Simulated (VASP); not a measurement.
# BN (Cm) in VASP: notebook

Runs on BN. Level: PBE. Tasks: single point.

All numbers are computed with VASP 6.6.1; they aren't measurements. Logs are shortened: lines on timing, memory, paths and dates and some standing lists are left out, and cuts for length are marked.

**1. The cell of the first run**

Symmetry: Cm, No. 8, monoclinic system. Conventional cell: a = 4.425 Å, b = 2.555 Å, c = 4.225 Å, α = 90.00°, β = 90.00°, γ = 90.00°. Within 2.0 Å of B (site symmetry m) lie 4 N at 1.49 to 1.69 Å. Within 1.9 Å of B (site symmetry m) lie 4 N at 1.42 to 1.64 Å. N (site symmetry m) has 4 B at 1.42 to 1.64 Å within 1.9 Å. Within 2.0 Å of N (site symmetry m) lie 4 B at 1.49 to 1.69 Å.

**2. Single point, PBE**

Input file INCAR:

```
SYSTEM = BN
  ALGO = Normal
  EDIFF = 1E-6
  ENCUT = 520
  GGA = PE
  ISIF = 2
  ISMEAR = 0
  LASPH = .TRUE.
  LCHARG = .TRUE.
  LELF = .TRUE.
  LREAL = .FALSE.
  LVHAR = .TRUE.
  LWAVE = .FALSE.
  NBANDS = 16
  NELM = 80
  PREC = Accurate
  SIGMA = 0.05
```

Input file KPOINTS:

```
k-points
0
G
  12 12 6
  0 0 0
```

Input file POSCAR:

```
BN
1.0
    2.5545800962      0.0000000000      0.0000000000
   -1.2772900481      2.2123312593      0.0000000000
    0.0000000000      0.0000000000      4.2245145363
B N
2 2
Direct
    0.6666666667      0.3333333333      0.9998058548
    0.3333333333      0.6666666667      0.4998058548
    0.6347611033      0.2695222066      0.6131923931
    0.3014277700      0.6028555399      0.1131923931
```

Potentials or basis: VASP PAW PBE potentials, release 64 (B, N).

Run with:

```
cat potpaw_PBE.64/B/POTCAR potpaw_PBE.64/N/POTCAR > POTCAR
mpirun -np 1 vasp_std > vasp.out
```

OUTCAR:

```text
SYSTEM = BN
   EDIFF = 1E-6
   ENCUT = 520
   GGA = PE
   ISIF = 2
   ISMEAR = 0
   LASPH = .TRUE.
   LREAL = .FALSE.
   NELM = 80
   PREC = Accurate

 ion  position               nearest neighbor table
   1  0.667  0.333  1.000-   4 1.49   4 1.49   3 1.64   4 1.69
   2  0.333  0.667  0.500-   3 1.42   3 1.62   3 1.62   4 1.64
   3  0.635  0.270  0.613-   2 1.42   2 1.62   2 1.62   1 1.64
   4  0.301  0.603  0.113-   1 1.49   1 1.49   2 1.64   1 1.69

  LATTYP: Found a hexagonal cell.
 ALAT       =     2.5545800962
 C/A-ratio  =     1.6537021261

  Lattice vectors:

 A1 = (   2.5545800962,   0.0000000000,   0.0000000000)
 A2 = (  -1.2772900481,   2.2123312593,   0.0000000000)
 A3 = (   0.0000000000,   0.0000000000,   4.2245145363)

Analysis of symmetry for initial positions (statically):
=====================================================================
 Subroutine PRICEL returns:
 Original cell was already a primitive cell.

 Routine SETGRP: Setting up the symmetry group for a
 hexagonal supercell.

 Subroutine GETGRP returns: Found  2 space group operations
 (whereof  2 operations were pure point group operations)
 out of a pool of 24 trial point group operations.

The static configuration has the point symmetry C_1h.

Analysis of symmetry for dynamics (positions and initial velocities):
=====================================================================
 Subroutine PRICEL returns:
 Original cell was already a primitive cell.

 Routine SETGRP: Setting up the symmetry group for a
 hexagonal supercell.

 Subroutine GETGRP returns: Found  2 space group operations
 (whereof  2 operations were pure point group operations)
 out of a pool of 24 trial point group operations.

The dynamic configuration has the point symmetry C_1h.

 Subroutine INISYM returns: Found  2 space group operations
 (whereof  2 operations are pure point group operations),
 and found     1 'primitive' translations

----------------------------------------------------------------------------------------

                                     Primitive cell

  volume of cell :      23.8752

  direct lattice vectors                    reciprocal lattice vectors
     2.554580096  0.000000000  0.000000000     0.391453766  0.226005937  0.000000000
    -1.277290048  2.212331259  0.000000000     0.000000000  0.452011875  0.000000000
     0.000000000  0.000000000  4.224514536     0.000000000  0.000000000  0.236713590

  length of vectors
     2.554580096  2.554580096  4.224514536     0.452011875  0.452011875  0.236713590

  position of ions in fractional coordinates (direct lattice)
     0.666666667  0.333333333  0.999805855
     0.333333333  0.666666667  0.499805855
     0.634761103  0.269522207  0.613192393
     0.301427770  0.602855540  0.113192393

  ion indices of the primitive-cell ions
   primitive index   ion index
                 1           1
                 2           2
                 3           3
                 4           4

----------------------------------------------------------------------------------------

 KPOINTS: k-points

Automatic generation of k-mesh.
 Grid dimensions read from file:
 generate k-points for:   12   12    6

 Generating k-lattice:

  Cartesian coordinates                     Fractional coordinates (reciprocal lattice)
     0.032621147  0.018833828  0.000000000     0.083333333 -0.000000000  0.000000000
     0.000000000  0.037667656  0.000000000     0.000000000  0.083333333  0.000000000
     0.000000000  0.000000000  0.039452265     0.000000000  0.000000000  0.166666667

  Length of vectors
     0.037667656  0.037667656  0.039452265

  Shift w.r.t. Gamma in fractional coordinates (k-lattice)
     0.000000000  0.000000000  0.000000000

 Subroutine IBZKPT returns following result:
 ===========================================

 Found    242 irreducible k-points:

 Following reciprocal coordinates:
            Coordinates               Weight
  0.000000  0.000000  0.000000      1.000000
  0.083333  0.000000  0.000000      4.000000
  0.000000  0.083333  0.000000      2.000000
  0.166667 -0.000000  0.000000      4.000000
  0.000000  0.166667  0.000000      2.000000
  0.250000  0.000000  0.000000      4.000000
[... 16 lines left out ...]
 -0.083333  0.416667  0.000000      4.000000
 -0.416667  0.333333  0.000000      4.000000
 [... further k-points ...]
   k-points           NKPTS =    242   k-points in BZ     NKDIM =    242   number of bands    NBANDS=     16
   number of dos      NEDOS =    301   number of ions     NIONS =      4
   total plane-waves  NPLWV =  12800
   dimension x,y,z NGX =    20 NGY =   20 NGZ =   32
   dimension x,y,z NGXF=    40 NGYF=   40 NGZF=   64
   ions per type =               2   2
   NGX,Y,Z   is equivalent  to a cutoff of  13.02, 13.02, 12.59 a.u.
   NGXF,Y,Z  is equivalent  to a cutoff of  26.03, 26.03, 25.19 a.u.
 SYSTEM =  BN
   PREC   = accura    normal or accurate (medium, high low for compatibility)
   ISTART =      0    job   : 0-new  1-cont  2-samecut
   ICHARG =      2    charge: 1-file 2-atom 10-const
   ISPIN  =      1    spin polarized calculation?
   LNONCOLLINEAR =      F non collinear calculations
   LSORBIT =      F    spin-orbit coupling
   LASPH  =      T    aspherical Exc in radial PAW
   ENCUT  =  520.0 eV  38.22 Ry    6.18 a.u.   4.75  4.75  7.85*2*pi/ulx,y,z
   NELM   =     80;   NELMIN=  2; NELMDL= -5     # of ELM steps
   EDIFF  = 0.1E-05   stopping-criterion for ELM
   LREAL  =      F    real-space projection
   EDIFFG = 0.1E-04   stopping-criterion for IOM
   NSW    =      0    number of steps for IOM
   IBRION =     -1    ionic relax: 0-MD 1-quasi-New 2-CG
   NFREE  =      0    steps in history (QN), initial steepest desc. (CG)
   ISIF   =      2    stress and relaxation
   ISYM   =      2    0-nonsym 1-usesym 2-fastsym
   POTIM  = 0.5000    time-step for ionic-motion
   TEBEG  =    0.0;   TEEND  =   0.0 temperature during run
   PSTRESS=    0.0 pullay stress
   NELECT =      16.0000    total number of electrons
   NUPDOWN=      -1.0000    fix difference up-down
   EMIN   =  10.00;   EMAX   =-10.00  energy-range for DOS
   EFERMI =   0.00;   METHOD = LEGACY
   ISMEAR =     0;   SIGMA  =   0.05  broadening in eV -4-tet -1-fermi 0-gaus
   EFERMI_NEDOS =   21; number of points for ismear=-14 and -15
   IALGO  =     38    algorithm
   IMIX   =      4    mixing-type and parameters
     AMIX     =   0.40;   BMIX     =  1.00
     AMIX_MAG =   1.60;   BMIX_MAG =  1.00
  volume/ion in A,a.u.               =       5.97        40.28
  Fermi-wavevector in a.u.,A,eV,Ry     =   1.432625  2.707270 27.924811  2.052416
  Thomas-Fermi vector in A             =   2.552232
   LORBIT       =      0    0 simple, 1 ext, 2 COOP (PROOUT), +10 PAW based schemes
   GGA     = PE    functional components
   LHFCALC =     F    Hartree Fock is set to
   AEXX    =    0.0000 exact exchange contribution
   IVDW    =     0    specifies the selected vdW correction
   LEPSILON=     F    determine dielectric tensor
   LRPA    =     F    only Hartree local field effects (RPA)
 non-spin polarized calculation
 Gauss-broadening in eV      SIGMA  =   0.05
  energy-cutoff  :      520.00
  volume of cell :       23.88
 maximum number of plane-waves:       660
   NGX =  9   NGY =  9   NGZ = 15

 number of electron      15.9999999 magnetization

 Free energy of the ion-electron system (eV)
  ---------------------------------------------------
  ext. energy  EPLUGINS =         0.00000000
  ---------------------------------------------------
  free energy    TOTEN  =       -34.24341721 eV

  energy without entropy =      -34.24341721  energy(sigma->0) =      -34.24341721

 E-fermi :   8.3818     XC(G=0): -12.7568

 val. band max:        8.1279681353   @ k =   0.0000   0.0000   0.0000
 cond. band min:      12.9909636649   @ k =   0.3333   0.3333   0.0000
 fundamental gap:      4.8629955297
 Fermi energy:         8.3818303278

 k-point     1 :       0.0000    0.0000    0.0000
  band No.  band energies     occupation
      1     -12.8867      2.00000
      2      -8.8052      2.00000
      3      -3.2674      2.00000
      4       4.6602      2.00000
      5       4.7046      2.00000
      6       7.1475      2.00000
[... 8 lines left out ...]
     15      20.4849      0.00000
     16      23.1875      0.00000

 k-point     2 :       0.0833    0.0000    0.0000
  band No.  band energies     occupation
      1     -12.7382      2.00000
      2      -8.6941      2.00000
      3      -3.1157      2.00000
      4       4.0938      2.00000
      5       4.4342      2.00000
      6       6.8625      2.00000
[... 8 lines left out ...]
     15      20.8187      0.00000
     16      22.9546      0.00000

 k-point     3 :       0.0000    0.0833    0.0000
  band No.  band energies     occupation
      1     -12.7380      2.00000
      2      -8.6936      2.00000
      3      -3.1156      2.00000
      4       4.1244      2.00000
      5       4.4381      2.00000
      6       6.6881      2.00000
[... 8 lines left out ...]
     15      20.6213      0.00000
     16      22.9487      0.00000

 k-point     4 :       0.1667   -0.0000    0.0000
  band No.  band energies     occupation
      1     -12.2978      2.00000
      2      -8.3768      2.00000
      3      -2.6668      2.00000
      4       2.6362      2.00000
      5       3.7283      2.00000
      6       5.7002      2.00000
[... 8 lines left out ...]
     15      21.6720      0.00000
     16      22.4709      0.00000
[... 324 lines left out ...]
 k-point    22 :       0.3333    0.0833    0.0000
  band No.  band energies     occupation
      1     -10.0104      2.00000
      2      -7.3108      2.00000
      3      -1.4395      2.00000
      4      -0.3751      2.00000
      5       0.7150      2.00000
      6       2.5529      2.00000
[... 8 lines left out ...]
     15      23.0687      0.00000
     16      24.4550      0.00000

 k-point    23 :      -0.0833    0.4167    0.0000
  band No.  band energies     occupation
      1     -10.0035      2.00000
      2      -7.3116      2.00000
      3      -1.3956      2.00000
      4      -0.3621      2.00000
      5       0.9132      2.00000
      6       2.1293      2.00000
[... 8 lines left out ...]
     15      23.4440      0.00000
     16      24.2531      0.00000

 k-point    24 :      -0.4167    0.3333    0.0000
  band No.  band energies     occupation
      1     -10.0125      2.00000
      2      -7.3131      2.00000
      3      -1.4450      2.00000
      4      -0.3690      2.00000
      5       0.7220      2.00000
      6       2.5708      2.00000
[... 8 lines left out ...]
     15      23.4052      0.00000
     16      24.5262      0.00000

 [... further k-points ...]
[... 5 lines left out ...]
  --------------------------------------------------------------------------------------
  -------------------------------------------------------------------------------------
  Total        0.8239724      2.0601428      0.6337856      0.0000000      0.8069308      0.0000000
  in kB       55.2938425    138.2488136     42.5310833      0.0000000     54.1502387      0.0000000
  external PRESSURE =      78.6912464 kB  Pullay stress =       0.0000000 kB

 VOLUME and BASIS-vectors are now :
 -----------------------------------------------------------------------------
  energy-cutoff  :      520.00
  volume of cell :       23.88
      direct lattice vectors                 reciprocal lattice vectors
     2.554580096  0.000000000  0.000000000     0.391453766  0.226005937  0.000000000
    -1.277290048  2.212331259  0.000000000     0.000000000  0.452011875  0.000000000
     0.000000000  0.000000000  4.224514536     0.000000000  0.000000000  0.236713590

 POSITION                                       TOTAL-FORCE (eV/Angst)
 -----------------------------------------------------------------------------------
      1.27729      0.73744      4.22369         0.000000     -3.008668     -1.422538
     -0.00000      1.47489      2.11144        -0.000000     -4.552155     -1.592944
      1.27729      0.59627      2.59044         0.000000      4.599990      1.593358
      0.00000      1.33372      0.47818         0.000000      2.960833      1.422124
 -----------------------------------------------------------------------------------
    total drift:                                0.000001      0.000246      0.000661

  FREE ENERGIE OF THE ION-ELECTRON SYSTEM (eV)
  ---------------------------------------------------
  free  energy   TOTEN  =       -34.2434172064 eV

  energy  without entropy=      -34.2434172064  energy(sigma->0) =      -34.24341721
```

It took 40 s on 1 thread of AMD EPYC 9R45 (Zen 5), shared host; peak memory 0.16 GiB.

Results:

| Item | Value |
| --- | --- |
| Free energy | -34.2434 eV |
| Pressure | 7.9 GPa |
| Largest force | 4.868 eV/Å |
| Band gap on the k mesh | 4.86 eV, indirect (least direct gap 7.20 eV) |

Forces on the atoms (eV/Å):
```
B    0.000 -3.009 -1.423
B    0.000 -4.552 -1.593
N    0.000  4.600  1.593
N    0.000  2.961  1.422
```

Stress tensor (GPa, compression positive):
```
 5.53  0.00  0.00
 0.00 13.82  5.42
 0.00  5.42  4.25
```

Caveat: the cell differs from its parent crystal (all N atoms moved +0.150 Å, as atom 3 towards its neighbour atom 2 (B) at 1.567 Å); forces of over 1 eV/Å act on the atoms, so gaps and moduli don't describe the material at rest.

**3. Single point, PBE**

Input file INCAR:

```
SYSTEM = BN
ALGO = Normal
EDIFF = 1E-7
ENCUT = 520
GGA = PE
ISIF = 2
ISMEAR = 0
LASPH = .True.
LCHARG = .True.
LELF = .True.
LREAL = .False.
LVHAR = .True.
LWAVE = .False.
NBANDS = 16
NELM = 80
PREC = Accurate
SIGMA = 0.05
```

Input file KPOINTS:

```
k-points
0
Gamma
  12 12 6
  0 0 0
```

POSCAR: that of step 2 with these lines changed.

```diff
@@ -10,3 +10,3 @@
     0.3333333333      0.6666666667      0.4998058548
-    0.6347611033      0.2695222066      0.6131923931
-    0.3014277700      0.6028555399      0.1131923931
+    0.6108319308      0.2216638616      0.6041910790
+    0.2774985975      0.5549971949      0.1041910790
```

Potentials or basis: VASP PAW PBE potentials, release 64 (B, N).

Run with:

```
cat potpaw_PBE.64/B/POTCAR potpaw_PBE.64/N/POTCAR > POTCAR
mpirun -np 1 vasp_std > vasp.out
```

Run time: 44 s. Hardware: 1 thread of AMD EPYC 9R45 (Zen 5), shared host; peak memory 0.16 GiB.

Results (log left out):

| Property | Result |
| --- | --- |
| Free energy | -32.9313 eV |
| Pressure | 24.8 GPa |
| Largest force | 10.503 eV/Å |
| Band gap on the k mesh | 4.20 eV, indirect (least direct gap 6.09 eV) |

Forces on the atoms (eV/Å):
```
B    0.000 -4.413 -2.536
B    0.000 -9.769 -3.522
N    0.000  9.897  3.516
N    0.000  4.284  2.541
```

Stress tensor (GPa, compression positive):
```
15.37  0.00  0.00
 0.00 45.74 12.24
 0.00 12.24 13.15
```

Levels at points of the mesh, in eV from the valence-band top:
```csv
k point,band 5,band 6,band 7,band 8,band 9,band 10,band 11,band 12
"(0.00, 0.00, 0.00)",-4.61,-0.98,-0.51,0.00,6.09,6.37,6.75,7.64
"(0.50, 0.00, 0.00)",-7.65,-5.78,-5.08,-2.93,4.24,5.42,9.02,10.75
"(0.00, 0.50, 0.00)",-7.39,-6.83,-4.91,-3.65,5.57,6.99,10.17,10.71
"(0.00, 0.00, 0.50)",-4.61,-3.88,-0.72,-0.56,6.04,6.35,7.13,8.93
"(0.50, 0.00, 0.50)",-6.03,-5.25,-3.33,-3.24,4.20,4.77,6.93,8.26
"(0.00, 0.50, 0.50)",-6.39,-4.40,-4.09,-3.92,4.20,5.90,7.64,9.68
```

Caveat: the cell differs from its parent crystal (all N atoms moved +0.263 Å, as atom 3 towards its neighbour atom 2 (B) at 1.567 Å); forces of over 1 eV/Å act on the atoms, so gaps and moduli don't describe the material at rest.
